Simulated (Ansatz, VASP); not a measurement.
# Two plane-wave programs on Se

```
Se
1.0
     2.81056    0.00000    0.00000
     0.00000    2.81056    0.00000
     0.00000    0.00000    3.02136
Se
1
Direct
  0.00000 0.00000 0.00000
```

Change from the starting cell: strain +0.0750 x Voigt [0, 0, 1, 0, 0, 0], atoms carried along.

Alike in both runs: task single point; functional LDA; k mesh 16 × 16 × 16; occupations gaussian, width 0.15 eV; no spin polarisation.

|  | VASP | Ansatz |
| --- | --- | --- |
| version | VASP 6.6.1 | Ansatz 0.2.0 |
| potentials or method | VASP PAW LDA potentials, release 64 (Se), cutoff 520 eV | scalar-relativistic, plane waves, PAW |
| valence electrons in the cell | 6 | 16 |

Ansatz gave:

| Property | Result |
| --- | --- |
| gap on the k mesh at the Fermi level (eV) | none |
| pressure (GPa) | -7.2 |
| traceless stress, the component that is largest in VASP (GPa) | -0.47 |

Q: What did VASP give for the same quantities?

A: gap on the k mesh at the Fermi level (eV): none; pressure (GPa): -7.1; traceless stress, the component that is largest in VASP (GPa): -0.49.

LDA's correlation is that of Perdew and Zunger in VASP and of Perdew and Wang (1992) in Ansatz. A gap of «none» marks a metal or a gap that the smearing closes. VASP's potentials hold 6 valence electrons a cell and Ansatz's 16, so a difference there can come from the potentials and not from the codes.
